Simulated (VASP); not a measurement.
**SiGe: single point with PBEsol**

Crystal: SiGe.

```
CELL_PARAMETERS angstrom
3.93960 0.00000 0.00000
-1.96980 3.41180 0.00000
0.00000 0.00000 6.50783
ATOMIC_POSITIONS crystal
Si 0.66667 0.33333 0.87461
Si 0.33333 0.66667 0.37461
Ge 0.66667 0.33333 0.50039
Ge 0.33333 0.66667 0.00039
```

```
Program             : VASP 6.6.1
Task                : single point
Functional          : PBEsol
Potentials or basis : VASP PAW PBE potentials, release 64 (Si, Ge_d)
Cutoff              : 520 eV
k mesh              : 12 × 12 × 6
Occupations         : gaussian, width 0.02 eV
Spin                : no spin polarisation
```

| Quantity | Value |
| --- | --- |
| Pressure | -2.3 GPa |
| Band gap on the k mesh | 0.33 eV, direct |

Levels at points of the mesh, in eV from the valence-band top:
```
           k point  band 14  band 15  band 16  band 17  band 18  band 19  band 20  band 21  band 22  band 23
(0.00, 0.00, 0.00)    -1.53    -1.53    -0.30     0.00     0.00     0.33     1.22     2.04     2.04     2.61
(0.50, 0.00, 0.00)    -6.33    -4.63    -3.08    -2.92    -1.48     0.40     1.89     3.21     3.32     4.13
(0.00, 0.00, 0.50)    -4.51    -0.94    -0.94    -0.94    -0.94     1.11     1.11     3.07     3.07     3.07
(0.50, 0.00, 0.50)    -7.48    -2.53    -2.53    -2.44    -2.44     0.61     0.61     1.82     1.82     5.72
```

Run time: 60 s on 1 thread of Intel(R) Xeon(R) 6975P-C (Granite Rapids) (shared host), peak memory 0.29 GiB.

Caveat: the PAW data sets were made with another functional, which shifts forces and pressure a little. A k mesh can miss the band edges.
